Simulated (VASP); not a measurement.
# Au (Cmcm) in VASP: further runs

The runs below take Au through single point, with PBEsol.

Everything below comes from runs of VASP 6.6.1. Logs are shortened: lines on timing, memory, paths and dates and some standing lists are left out, and cuts for length are marked.

## 1. The cell of the first run

The structure is orthorhombic, space group Cmcm (No. 63). Conventional cell: a = 2.961 Å, b = 5.286 Å, c = 4.801 Å, α = 90.00°, β = 90.00°, γ = 90.00°. Within 3.9 Å of Au (site symmetry m2m) lie 12 Au at 2.96 to 3.03 Å.

## 2. Single point, PBEsol (strain +0.0500 x Voigt [1, 1, 0, 0, 0, 0])

Input file INCAR:

```
PREC     = Accurate       # precision mode
ENCUT    = 520            # plane-wave cutoff, eV
EDIFF    = 1E-7           # SCF threshold, eV
ISMEAR   = 0              # smearing method
SIGMA    = 0.15           # smearing width, eV
LREAL    = False          # projectors in reciprocal space
LASPH    = True           # aspherical terms in the spheres
NELM     = 100            # most SCF steps
ALGO     = Fast           # electronic algorithm
ISIF     = 2              # what is computed and relaxed
LWAVE    = False          # write WAVECAR
LCHARG   = False          # write CHGCAR
GGA      = PS             # functional
NBANDS   = 18             # bands
```

Input file KPOINTS:

```
Automatic mesh
0
Gamma
  24 24 12
```

Input file POSCAR:

```
Au
1.0
    1.4805157827     -2.6428532538      0.0000000000
    1.4805157827      2.6428532538      0.0000000000
    0.0000000000      0.0000000000      4.8006775662
Au
2
Direct
    0.6638639510      0.3361360490      0.2500000000
    0.3361360490      0.6638639510      0.7500000000
```

Potentials or basis: VASP PAW PBE potentials, release 64 (Au).

Command:

```
> cat potpaw_PBE.64/Au/POTCAR > POTCAR
> mpirun -np 1 vasp_std > vasp.out
```

OUTCAR:

```text
PREC = Accurate
   ENCUT = 520
   EDIFF = 1E-7
   ISMEAR = 0
   LREAL = False
   LASPH = True
   NELM = 100
   ISIF = 2
   GGA = PS

 ion  position               nearest neighbor table
   1  0.664  0.336  0.250-   2 2.96   2 2.96   2 2.96   2 2.96   2 2.96   2 2.96
   2  0.336  0.664  0.750-   1 2.96   1 2.96   1 2.96   1 2.96   1 2.96   1 2.96

  LATTYP: Found a base centered orthorhombic cell.
 ALAT       =     2.9610315654
 B/A-ratio  =     1.7850895510
 C/A-ratio  =     1.6212855082

  Lattice vectors:

 A1 = (   1.4805157827,  -2.6428532538,   0.0000000000)
 A2 = (   1.4805157827,   2.6428532538,   0.0000000000)
 A3 = (   0.0000000000,   0.0000000000,   4.8006775662)

Analysis of symmetry for initial positions (statically):
=====================================================================
 Subroutine PRICEL returns:
 Original cell was already a primitive cell.

 Routine SETGRP: Setting up the symmetry group for a
 base centered orthorhombic supercell.

 Subroutine GETGRP returns: Found  8 space group operations
 (whereof  4 operations were pure point group operations)
 out of a pool of  8 trial point group operations.

The static configuration has the point symmetry C_2h.
 The point group associated with its full space group is D_2h.

Analysis of symmetry for dynamics (positions and initial velocities):
=====================================================================
 Subroutine PRICEL returns:
 Original cell was already a primitive cell.

 Routine SETGRP: Setting up the symmetry group for a
 base centered orthorhombic supercell.

 Subroutine GETGRP returns: Found  8 space group operations
 (whereof  4 operations were pure point group operations)
 out of a pool of  8 trial point group operations.

The dynamic configuration has the point symmetry C_2h.
 The point group associated with its full space group is D_2h.

 Subroutine INISYM returns: Found  8 space group operations
 (whereof  4 operations are pure point group operations),
 and found     1 'primitive' translations

----------------------------------------------------------------------------------------

                                     Primitive cell

  volume of cell :      37.5680

  direct lattice vectors                    reciprocal lattice vectors
     1.480515783 -2.642853254  0.000000000     0.337720142 -0.189189468  0.000000000
     1.480515783  2.642853254  0.000000000     0.337720142  0.189189468  0.000000000
     0.000000000  0.000000000  4.800677566     0.000000000  0.000000000  0.208303929

  length of vectors
     3.029290396  3.029290396  4.800677566     0.387101471  0.387101471  0.208303929

  position of ions in fractional coordinates (direct lattice)
     0.663863951  0.336136049  0.250000000
     0.336136049  0.663863951  0.750000000

  ion indices of the primitive-cell ions
   primitive index   ion index
                 1           1
                 2           2

----------------------------------------------------------------------------------------

 KPOINTS: Automatic mesh

Automatic generation of k-mesh.
 Grid dimensions read from file:
 generate k-points for:   24   24   12

 Generating k-lattice:

  Cartesian coordinates                     Fractional coordinates (reciprocal lattice)
     0.014071673 -0.007882894  0.000000000     0.041666667 -0.000000000  0.000000000
     0.014071673  0.007882894  0.000000000    -0.000000000  0.041666667  0.000000000
     0.000000000  0.000000000  0.017358661     0.000000000  0.000000000  0.083333333

  Length of vectors
     0.016129228  0.016129228  0.017358661

  Shift w.r.t. Gamma in fractional coordinates (k-lattice)
     0.000000000  0.000000000  0.000000000

 Subroutine IBZKPT returns following result:
 ===========================================

 Found   1099 irreducible k-points:

 Following reciprocal coordinates:
            Coordinates               Weight
  0.000000  0.000000  0.000000      1.000000
  0.041667 -0.000000  0.000000      4.000000
  0.083333  0.000000  0.000000      4.000000
  0.125000 -0.000000  0.000000      4.000000
  0.166667  0.000000  0.000000      4.000000
  0.208333 -0.000000  0.000000      4.000000
[... 16 lines left out ...]
  0.416667  0.041667  0.000000      4.000000
  0.458333  0.041667  0.000000      4.000000
 [... further k-points ...]
   k-points           NKPTS =   1099   k-points in BZ     NKDIM =   1099   number of bands    NBANDS=     18
   number of dos      NEDOS =    301   number of ions     NIONS =      2
   total plane-waves  NPLWV =  20736
   dimension x,y,z NGX =    24 NGY =   24 NGZ =   36
   dimension x,y,z NGXF=    48 NGYF=   48 NGZF=   72
   ions per type =               2
   NGX,Y,Z   is equivalent  to a cutoff of  13.17, 13.17, 12.47 a.u.
   NGXF,Y,Z  is equivalent  to a cutoff of  26.34, 26.34, 24.93 a.u.
 SYSTEM =  unknown system
   PREC   = accura    normal or accurate (medium, high low for compatibility)
   ISTART =      0    job   : 0-new  1-cont  2-samecut
   ICHARG =      2    charge: 1-file 2-atom 10-const
   ISPIN  =      1    spin polarized calculation?
   LNONCOLLINEAR =      F non collinear calculations
   LSORBIT =      F    spin-orbit coupling
   LASPH  =      T    aspherical Exc in radial PAW
   ENCUT  =  520.0 eV  38.22 Ry    6.18 a.u.   5.63  5.63  8.93*2*pi/ulx,y,z
   NELM   =    100;   NELMIN=  2; NELMDL= -5     # of ELM steps
   EDIFF  = 0.1E-06   stopping-criterion for ELM
   LREAL  =      F    real-space projection
   EDIFFG = 0.1E-05   stopping-criterion for IOM
   NSW    =      0    number of steps for IOM
   IBRION =     -1    ionic relax: 0-MD 1-quasi-New 2-CG
   NFREE  =      0    steps in history (QN), initial steepest desc. (CG)
   ISIF   =      2    stress and relaxation
   ISYM   =      2    0-nonsym 1-usesym 2-fastsym
   POTIM  = 0.5000    time-step for ionic-motion
   TEBEG  =    0.0;   TEEND  =   0.0 temperature during run
   PSTRESS=    0.0 pullay stress
   NELECT =      22.0000    total number of electrons
   NUPDOWN=      -1.0000    fix difference up-down
   EMIN   =  10.00;   EMAX   =-10.00  energy-range for DOS
   EFERMI =   0.00;   METHOD = LEGACY
   ISMEAR =     0;   SIGMA  =   0.15  broadening in eV -4-tet -1-fermi 0-gaus
   EFERMI_NEDOS =   21; number of points for ismear=-14 and -15
   IALGO  =     68    algorithm
   IMIX   =      4    mixing-type and parameters
     AMIX     =   0.40;   BMIX     =  1.00
     AMIX_MAG =   1.60;   BMIX_MAG =  1.00
  volume/ion in A,a.u.               =      18.78       126.76
  Fermi-wavevector in a.u.,A,eV,Ry     =   1.369650  2.588263 25.523718  1.875940
  Thomas-Fermi vector in A             =   2.495506
   LORBIT       =      0    0 simple, 1 ext, 2 COOP (PROOUT), +10 PAW based schemes
   GGA     = PS    functional components
   LHFCALC =     F    Hartree Fock is set to
   AEXX    =    0.0000 exact exchange contribution
   IVDW    =     0    specifies the selected vdW correction
   LEPSILON=     F    determine dielectric tensor
   LRPA    =     F    only Hartree local field effects (RPA)
 non-spin polarized calculation
 RMM-DIIS sequential band-by-band and
 Gauss-broadening in eV      SIGMA  =   0.15
  energy-cutoff  :      520.00
  volume of cell :       37.57
 maximum number of plane-waves:      1039
   NGX = 11   NGY = 11   NGZ = 17

 number of electron      22.0000003 magnetization

 Free energy of the ion-electron system (eV)
  ---------------------------------------------------
  ext. energy  EPLUGINS =         0.00000000
  ---------------------------------------------------
  free energy    TOTEN  =        -7.66598557 eV

  energy without entropy =       -7.65806466  energy(sigma->0) =       -7.66202512

 E-fermi :   7.6970     XC(G=0): -12.3135

 val. band max:        7.6967348675   @ k =  -0.4583   0.1250   0.5000
 cond. band min:       7.6999177406   @ k =  -0.2500   0.0417   0.2500
 fundamental gap:      0.0031828731
 Fermi energy:         7.6969733336

 k-point     1 :       0.0000    0.0000    0.0000
  band No.  band energies     occupation
      1      -1.1948      2.00000
      2       1.2997      2.00000
      3       3.4872      2.00000
      4       3.6283      2.00000
      5       3.8302      2.00000
      6       3.8714      2.00000
[... 10 lines left out ...]
     17      24.2941      0.00000
     18      24.8642      0.00000

 k-point     2 :       0.0417   -0.0000    0.0000
  band No.  band energies     occupation
      1      -1.1454      2.00000
      2       1.3378      2.00000
      3       3.4847      2.00000
      4       3.6341      2.00000
      5       3.8369      2.00000
      6       3.9057      2.00000
[... 10 lines left out ...]
     17      24.2003      0.00000
     18      24.7657      0.00000

 k-point     3 :       0.0833    0.0000    0.0000
  band No.  band energies     occupation
      1      -0.9988      2.00000
      2       1.4483      2.00000
      3       3.4372      2.00000
      4       3.6967      2.00000
      5       3.8795      2.00000
      6       3.9569      2.00000
[... 10 lines left out ...]
     17      24.3419      0.00000
     18      24.9563      0.00000

 k-point     4 :       0.1250   -0.0000    0.0000
  band No.  band energies     occupation
      1      -0.7598      2.00000
      2       1.6180      2.00000
      3       3.3432      2.00000
      4       3.8314      2.00000
      5       3.8868      2.00000
      6       3.9912      2.00000
[... 375 lines left out ...]
      4       3.4411      2.00000
      5       3.8797      2.00000
      6       4.0504      2.00000
[... 10 lines left out ...]
     17      20.2257      0.00000
     18      22.4460      0.00000

 k-point    23 :       0.4167    0.0417    0.0000
  band No.  band energies     occupation
      1       1.6713      2.00000
      2       1.8334      2.00000
      3       2.1940      2.00000
      4       3.3986      2.00000
      5       4.0078      2.00000
      6       4.1051      2.00000
[... 10 lines left out ...]
     17      19.6214      0.00000
     18      22.1756      0.00000

 k-point    24 :       0.4583    0.0417    0.0000
  band No.  band energies     occupation
      1       1.7174      2.00000
      2       1.7929      2.00000
      3       2.1412      2.00000
      4       3.3788      2.00000
      5       3.9848      2.00000
      6       4.2245      2.00000
[... 10 lines left out ...]
     17      19.2525      0.00000
     18      22.0386      0.00000

 [... further k-points ...]

------------------------ aborting loop because EDIFF is reached ----------------------------------------

  FORCE on cell =-STRESS in cart. coord.  units (eV):
  Direction    XX          YY          ZZ          XY          YZ          ZX
  --------------------------------------------------------------------------------------
  -------------------------------------------------------------------------------------
  Total       -3.1135914     -3.2225455     -2.5890943      0.0000000     -0.0000000      0.0000000
  in kB     -132.7863953   -137.4329950   -110.4179876      0.0000000     -0.0000000      0.0000000
  external PRESSURE =    -126.8791260 kB  Pullay stress =       0.0000000 kB

 VOLUME and BASIS-vectors are now :
 -----------------------------------------------------------------------------
  energy-cutoff  :      520.00
  volume of cell :       37.57
      direct lattice vectors                 reciprocal lattice vectors
     1.480515783 -2.642853254  0.000000000     0.337720142 -0.189189468  0.000000000
     1.480515783  2.642853254  0.000000000     0.337720142  0.189189468  0.000000000
     0.000000000  0.000000000  4.800677566     0.000000000  0.000000000  0.208303929

 POSITION                                       TOTAL-FORCE (eV/Angst)
 -----------------------------------------------------------------------------------
      1.48052     -0.86614      1.20017         0.000000      0.000247      0.000000
      1.48052      0.86614      3.60051         0.000000     -0.000247      0.000000
 -----------------------------------------------------------------------------------
    total drift:                                0.000000      0.000000     -0.000000

  FREE ENERGIE OF THE ION-ELECTRON SYSTEM (eV)
  ---------------------------------------------------
  free  energy   TOTEN  =        -7.6659855675 eV

  energy  without entropy=       -7.6580646638  energy(sigma->0) =       -7.66202512
```

It took 3.1 min on 1 thread of Intel Xeon 6975P-C (Granite Rapids), shared host; peak memory 0.66 GiB.

Results:

```yaml
Free_energy: -7.6660 eV
Pressure: -12.7 GPa
Band_gap_on_the_k_mesh: zero (bands 11 and 12 overlap by 6.05 eV)
```

Stress tensor (GPa, compression positive):
```
-13.28   0.00   0.00
  0.00 -13.74   0.00
  0.00   0.00 -11.04
```

Caveat: the cell differs from its parent crystal (strain +0.0500 x Voigt [1, 1, 0, 0, 0, 0]); the cell stands under tension; the PAW data sets were made with another functional, which shifts forces and pressure a little; spin-orbit coupling is left out, which moves the levels of the heavy elements.

## 3. Single point, PBEsol (strain +0.0750 x Voigt [1, 1, 0, 0, 0, 0])

Input file INCAR:

```
ALGO = Fast
EDIFF = 1E-6
ENCUT = 520
GGA = PS
ISIF = 2
ISMEAR = 0
LASPH = T
LCHARG = F
LREAL = F
LWAVE = F
NBANDS = 18
NELM = 80
PREC = Accurate
SIGMA = 0.15
```

Input file KPOINTS:

```
k-points
0
Gamma
  24 24 12
```

Input file POSCAR:

```
Au
1.0
    1.5157661584     -2.7057783313      0.0000000000
    1.5157661584      2.7057783313      0.0000000000
    0.0000000000      0.0000000000      4.8006775662
Au
2
Direct
    0.6638639510      0.3361360490      0.2500000000
    0.3361360490      0.6638639510      0.7500000000
```

Potentials or basis: VASP PAW PBE potentials, release 64 (Au).

Command:

```
> cat potpaw_PBE.64/Au/POTCAR > POTCAR
> mpirun -np 1 vasp_std > vasp.out
```

Run time: 2.9 min. Hardware: 1 thread of Intel Xeon 6975P-C (Granite Rapids), shared host; peak memory 0.68 GiB.

Results (log left out):

```
Free energy            : -7.4945 eV
Pressure               : -16.1 GPa
Largest force          : 0.003 eV/Å
Band gap on the k mesh : zero (bands 11 and 12 overlap by 5.71 eV)
```

Forces on the atoms (eV/Å):
```
Au   0.000 -0.003  0.000
Au   0.000  0.003  0.000
```

Stress tensor (GPa, compression positive):
```
-16.80   0.00   0.00
  0.00 -16.73   0.00
  0.00   0.00 -14.70
```

Levels at points of the mesh, in eV from the Fermi level:
```tsv
k point	band 8	band 9	band 10	band 11	band 12	band 13	band 14	band 15
(0.00, 0.00, 0.00)	-3.40	-3.28	-1.99	-1.95	-0.04	2.91	14.01	15.73
(0.50, 0.00, 0.00)	-1.95	-1.75	-1.66	0.19	0.99	5.99	6.89	7.18
(0.50, 0.50, 0.00)	-2.01	-1.77	-1.65	0.04	0.69	5.84	6.63	7.10
(0.00, 0.00, 0.50)	-3.84	-2.40	-2.40	-2.29	-2.29	11.25	11.25	14.32
(0.50, 0.00, 0.50)	-2.14	-1.80	-1.80	0.75	0.75	3.24	3.24	12.05
(0.50, 0.50, 0.50)	-2.08	-1.85	-1.85	0.47	0.47	2.97	2.97	12.77
```

Caveat: the cell differs from its parent crystal (strain +0.0750 x Voigt [1, 1, 0, 0, 0, 0]); the cell stands under tension; the PAW data sets were made with another functional, which shifts forces and pressure a little; spin-orbit coupling is left out, which moves the levels of the heavy elements.

[end of part 1 of 2]
